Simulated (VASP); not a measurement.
# Na (Pm-3m) in VASP: single point with PBE

Aim: the single point of Na with PBE.

All numbers are computed with VASP 6.6.1; they aren't measurements. Logs are shortened: lines on timing, memory, paths and dates and some standing lists are left out, and cuts for length are marked.

### Step 1. The cell of the first run

It takes space group Pm-3m (No. 221, cubic). The conventional cell has a = 2.860 Å, b = 2.860 Å, c = 2.860 Å, α = 90.00°, β = 90.00°, γ = 90.00°. Within 3.8 Å of Na (site symmetry m-3m) lie 6 Na at 2.86 Å.

### Step 2. Single point, PBE

INCAR reads:

```
SYSTEM = Na
ALGO = Normal ; EDIFF = 1E-7
ENCUT = 520 ; GGA = PE
ISIF = 2 ; ISMEAR = 1
LASPH = .TRUE. ; LCHARG = .FALSE.
LREAL = .FALSE. ; LWAVE = .FALSE.
NBANDS = 10 ; NELM = 100
PREC = Accurate ; SIGMA = 0.15
```

KPOINTS reads:

```
k-points
0
G
  8 8 8
  0 0 0
```

POSCAR reads:

```
Na
1.0
    2.8600000000      0.0000000000      0.0000000000
    0.0000000000      2.8600000000      0.0000000000
    0.0000000000      0.0000000000      2.8600000000
Na
1
Direct
    0.0000000000      0.0000000000      0.0000000000
```

Potentials or basis: VASP PAW PBE potentials, release 64 (Na_pv).

The run is started by

```bash
> cat potpaw_PBE.64/Na_pv/POTCAR > POTCAR
> mpirun -np 1 vasp_std > vasp.out
```

OUTCAR:

```text
SYSTEM = Na
   EDIFF = 1E-7
   ENCUT = 520
   GGA = PE
   ISIF = 2
   ISMEAR = 1
   LASPH = .TRUE.
   LREAL = .FALSE.
   NELM = 100
   PREC = Accurate

 ion  position               nearest neighbor table
   1  0.000  0.000  0.000-

  LATTYP: Found a simple cubic cell.
 ALAT       =     2.8600000000

  Lattice vectors:

 A1 = (   2.8600000000,   0.0000000000,   0.0000000000)
 A2 = (   0.0000000000,   2.8600000000,   0.0000000000)
 A3 = (   0.0000000000,   0.0000000000,   2.8600000000)

Analysis of symmetry for initial positions (statically):
=====================================================================
 Subroutine PRICEL returns:
 Original cell was already a primitive cell.

 Routine SETGRP: Setting up the symmetry group for a
 simple cubic supercell.

 Subroutine GETGRP returns: Found 48 space group operations
 (whereof 48 operations were pure point group operations)
 out of a pool of 48 trial point group operations.

The static configuration has the point symmetry O_h .

Analysis of symmetry for dynamics (positions and initial velocities):
=====================================================================
 Subroutine PRICEL returns:
 Original cell was already a primitive cell.

 Routine SETGRP: Setting up the symmetry group for a
 simple cubic supercell.

 Subroutine GETGRP returns: Found 48 space group operations
 (whereof 48 operations were pure point group operations)
 out of a pool of 48 trial point group operations.

The dynamic configuration has the point symmetry O_h .

 Subroutine INISYM returns: Found 48 space group operations
 (whereof 48 operations are pure point group operations),
 and found     1 'primitive' translations

----------------------------------------------------------------------------------------

                                     Primitive cell

  volume of cell :      23.3937

  direct lattice vectors                    reciprocal lattice vectors
     2.860000000  0.000000000  0.000000000     0.349650350  0.000000000  0.000000000
     0.000000000  2.860000000  0.000000000     0.000000000  0.349650350  0.000000000
     0.000000000  0.000000000  2.860000000     0.000000000  0.000000000  0.349650350

  length of vectors
     2.860000000  2.860000000  2.860000000     0.349650350  0.349650350  0.349650350

  position of ions in fractional coordinates (direct lattice)
     0.000000000  0.000000000  0.000000000

  ion indices of the primitive-cell ions
   primitive index   ion index
                 1           1

----------------------------------------------------------------------------------------

 KPOINTS: k-points

Automatic generation of k-mesh.
 Grid dimensions read from file:
 generate k-points for:    8    8    8

 Generating k-lattice:

  Cartesian coordinates                     Fractional coordinates (reciprocal lattice)
     0.043706294  0.000000000  0.000000000     0.125000000  0.000000000  0.000000000
     0.000000000  0.043706294  0.000000000     0.000000000  0.125000000  0.000000000
     0.000000000  0.000000000  0.043706294     0.000000000  0.000000000  0.125000000

  Length of vectors
     0.043706294  0.043706294  0.043706294

  Shift w.r.t. Gamma in fractional coordinates (k-lattice)
     0.000000000  0.000000000  0.000000000

 Subroutine IBZKPT returns following result:
 ===========================================

 Found     35 irreducible k-points:

 Following reciprocal coordinates:
            Coordinates               Weight
  0.000000  0.000000  0.000000      1.000000
  0.125000  0.000000  0.000000      6.000000
  0.250000  0.000000  0.000000      6.000000
  0.375000  0.000000  0.000000      6.000000
  0.500000  0.000000  0.000000      3.000000
  0.125000  0.125000  0.000000     12.000000
[... 16 lines left out ...]
  0.375000  0.375000  0.125000     24.000000
  0.500000  0.375000  0.125000     24.000000
 [... further k-points ...]
   k-points           NKPTS =     35   k-points in BZ     NKDIM =     35   number of bands    NBANDS=     10
   number of dos      NEDOS =    301   number of ions     NIONS =      1
   total plane-waves  NPLWV =  13824
   dimension x,y,z NGX =    24 NGY =   24 NGZ =   24
   dimension x,y,z NGXF=    48 NGYF=   48 NGZF=   48
   ions per type =               1
   NGX,Y,Z   is equivalent  to a cutoff of  13.95, 13.95, 13.95 a.u.
   NGXF,Y,Z  is equivalent  to a cutoff of  27.90, 27.90, 27.90 a.u.
 SYSTEM =  Na
   PREC   = accura    normal or accurate (medium, high low for compatibility)
   ISTART =      0    job   : 0-new  1-cont  2-samecut
   ICHARG =      2    charge: 1-file 2-atom 10-const
   ISPIN  =      1    spin polarized calculation?
   LNONCOLLINEAR =      F non collinear calculations
   LSORBIT =      F    spin-orbit coupling
   LASPH  =      T    aspherical Exc in radial PAW
   ENCUT  =  520.0 eV  38.22 Ry    6.18 a.u.   5.32  5.32  5.32*2*pi/ulx,y,z
   NELM   =    100;   NELMIN=  2; NELMDL= -5     # of ELM steps
   EDIFF  = 0.1E-06   stopping-criterion for ELM
   LREAL  =      F    real-space projection
   EDIFFG = 0.1E-05   stopping-criterion for IOM
   NSW    =      0    number of steps for IOM
   IBRION =     -1    ionic relax: 0-MD 1-quasi-New 2-CG
   NFREE  =      0    steps in history (QN), initial steepest desc. (CG)
   ISIF   =      2    stress and relaxation
   ISYM   =      2    0-nonsym 1-usesym 2-fastsym
   POTIM  = 0.5000    time-step for ionic-motion
   TEBEG  =    0.0;   TEEND  =   0.0 temperature during run
   PSTRESS=    0.0 pullay stress
   NELECT =       7.0000    total number of electrons
   NUPDOWN=      -1.0000    fix difference up-down
   EMIN   =  10.00;   EMAX   =-10.00  energy-range for DOS
   EFERMI =   0.00;   METHOD = LEGACY
   ISMEAR =     1;   SIGMA  =   0.15  broadening in eV -4-tet -1-fermi 0-gaus
   EFERMI_NEDOS =   21; number of points for ismear=-14 and -15
   IALGO  =     38    algorithm
   IMIX   =      4    mixing-type and parameters
     AMIX     =   0.40;   BMIX     =  1.00
     AMIX_MAG =   1.60;   BMIX_MAG =  1.00
  volume/ion in A,a.u.               =      23.39       157.87
  Fermi-wavevector in a.u.,A,eV,Ry     =   1.094985  2.069221 16.313277  1.198992
  Thomas-Fermi vector in A             =   2.231300
   LORBIT       =      0    0 simple, 1 ext, 2 COOP (PROOUT), +10 PAW based schemes
   GGA     = PE    functional components
   LHFCALC =     F    Hartree Fock is set to
   AEXX    =    0.0000 exact exchange contribution
   IVDW    =     0    specifies the selected vdW correction
   LEPSILON=     F    determine dielectric tensor
   LRPA    =     F    only Hartree local field effects (RPA)
 non-spin polarized calculation
 Methfessel and Paxton  Order N= 1 SIGMA  =   0.15
  energy-cutoff  :      520.00
  volume of cell :       23.39
 maximum number of plane-waves:       647
 NGX is ok and might be reduce to    24
   NGX = 11   NGY = 11   NGZ = 11

 number of electron       6.9999996 magnetization

 Free energy of the ion-electron system (eV)
  ---------------------------------------------------
  ext. energy  EPLUGINS =         0.00000000
  ---------------------------------------------------
  free energy    TOTEN  =        -0.91311115 eV

  energy without entropy =       -0.91294132  energy(sigma->0) =       -0.91305454

 E-fermi :   2.0943     XC(G=0):  -7.8417

 val. band max:        1.9165582945   @ k =   0.5000   0.0000   0.0000
 cond. band min:       2.1617629115   @ k =   0.5000   0.1250   0.0000
 fundamental gap:      0.2452046170
 Fermi energy:         2.0943228966

 k-point     1 :       0.0000    0.0000    0.0000
  band No.  band energies     occupation
      1     -22.9451      2.00000
      2     -22.9451      2.00000
      3     -22.9451      2.00000
      4      -2.2892      2.00000
      5      12.7664      0.00000
      6      12.7664      0.00000
      7      15.6991      0.00000
      8      15.6991      0.00000
      9      15.6991      0.00000
     10      20.3070      0.00000

 k-point     2 :       0.1250    0.0000    0.0000
  band No.  band energies     occupation
      1     -22.9807      2.00000
      2     -22.9420      2.00000
      3     -22.9420      2.00000
      4      -1.9850      2.00000
      5      10.6890      0.00000
      6      13.0369      0.00000
      7      15.8896      0.00000
      8      15.8896      0.00000
      9      16.9300      0.00000
     10      21.8403      0.00000

 k-point     3 :       0.2500    0.0000    0.0000
  band No.  band energies     occupation
      1     -23.0658      2.00000
      2     -22.9346      2.00000
      3     -22.9346      2.00000
      4      -1.0892      2.00000
      5       7.6526      0.00000
      6      13.8336      0.00000
      7      16.4489      0.00000
      8      16.4489      0.00000
      9      18.2931      0.00000
     10      23.5406      0.00000

 k-point     4 :       0.3750    0.0000    0.0000
  band No.  band energies     occupation
      1     -23.1497      2.00000
      2     -22.9272      2.00000
      3     -22.9272      2.00000
      4       0.3489      2.00000
      5       4.8459     -0.00000
      6      15.0639      0.00000
      7      17.2967      0.00000
      8      17.2967      0.00000
      9      19.6176      0.00000
     10      20.5981      0.00000
[... 222 lines left out ...]
 k-point    22 :       0.5000    0.2500    0.1250
  band No.  band energies     occupation
      1     -23.1592      2.00000
      2     -23.0316      2.00000
      3     -22.9460      2.00000
      4       3.1499     -0.00000
      5       4.2750     -0.00000
      6      11.4203      0.00000
      7      12.7214      0.00000
      8      15.8078      0.00000
      9      17.8283      0.00000
     10      23.9622      0.00000

 k-point    23 :       0.3750    0.3750    0.1250
  band No.  band energies     occupation
      1     -23.1164      2.00000
      2     -23.1110      2.00000
      3     -22.9416      2.00000
      4       3.0424     -0.00000
      5       7.0874      0.00000
      6       7.8176      0.00000
      7      11.9220      0.00000
      8      16.0182      0.00000
      9      18.9544      0.00000
     10      21.9948      0.00000

 k-point    24 :       0.5000    0.3750    0.1250
  band No.  band energies     occupation
      1     -23.1456      2.00000
      2     -23.1084      2.00000
      3     -22.9384      2.00000
      4       4.3880     -0.00000
      5       5.5826      0.00000
      6       8.5790      0.00000
      7      10.4172      0.00000
      8      17.1000      0.00000
      9      18.1878      0.00000
     10      21.5635      0.00000

 [... further k-points ...]
[... 5 lines left out ...]
  --------------------------------------------------------------------------------------
  -------------------------------------------------------------------------------------
  Total        1.2755376      1.2755376      1.2755376      0.0000000      0.0000000      0.0000000
  in kB       87.3586137     87.3586137     87.3586137      0.0000000      0.0000000      0.0000000
  external PRESSURE =      87.3586137 kB  Pullay stress =       0.0000000 kB

 VOLUME and BASIS-vectors are now :
 -----------------------------------------------------------------------------
  energy-cutoff  :      520.00
  volume of cell :       23.39
      direct lattice vectors                 reciprocal lattice vectors
     2.860000000  0.000000000  0.000000000     0.349650350  0.000000000  0.000000000
     0.000000000  2.860000000  0.000000000     0.000000000  0.349650350  0.000000000
     0.000000000  0.000000000  2.860000000     0.000000000  0.000000000  0.349650350

 POSITION                                       TOTAL-FORCE (eV/Angst)
 -----------------------------------------------------------------------------------
      0.00000      0.00000      0.00000         0.000000      0.000000      0.000000
 -----------------------------------------------------------------------------------
    total drift:                                0.000000     -0.000000      0.000000

  FREE ENERGIE OF THE ION-ELECTRON SYSTEM (eV)
  ---------------------------------------------------
  free  energy   TOTEN  =        -0.9131111498 eV

  energy  without entropy=       -0.9129413157  energy(sigma->0) =       -0.91305454
```

Run time: 3.6 s. Hardware: 1 thread of Intel Xeon Platinum 8259CL at 2.50GHz (Skylake/Cascade Lake), shared host; peak memory 0.12 GiB.

Results:

* Free energy: -0.9131 eV
* Pressure: 8.7 GPa
